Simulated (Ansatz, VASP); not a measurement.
# One calculation of Si, two programs

```xyz
4
Lattice="3.8313 0.0000 0.0000 -1.9157 3.3180 0.0000 0.0000 0.0000 6.3326" Properties=species:S:1:pos:R:3 pbc="T T T"
Si    0.0000    2.5120    0.6990
Si    1.9157    1.1060    3.5653
Si    0.0000    2.2120    2.7673
Si    1.9157    1.1060    5.9336
```

Alike in both runs: task single point; functional PBE; k mesh 12 × 12 × 6; occupations gaussian, width 0.05 eV; no spin polarisation.

|  | VASP | Ansatz |
| --- | --- | --- |
| version | VASP 6.6.1 | Ansatz 0.2.0 |
| potentials or method | VASP PAW PBE potentials, release 64 (Si), cutoff 520 eV | scalar-relativistic, plane waves, PAW |
| valence electrons in the cell | 16 | 16 |

Ansatz gave:

| Property | Result |
| --- | --- |
| gap on the k mesh at the Fermi level (eV) | none |
| pressure (GPa) | 4.4 |
| traceless stress, the component that is largest in VASP (GPa) | 8.57 |
| rms of the force components (eV/Å) | 2.066 |

Problem. Estimate VASP's values.

Solution. gap on the k mesh at the Fermi level (eV): none; pressure (GPa): 4.4; traceless stress, the component that is largest in VASP (GPa): 8.51; rms of the force components (eV/Å): 2.061.

Atom by atom the forces differ by 0.006 eV/Å (rms over components). A gap of «none» marks a metal or a gap that the smearing closes. The functional is the same, so the differences come from potentials, cutoffs and numerics.
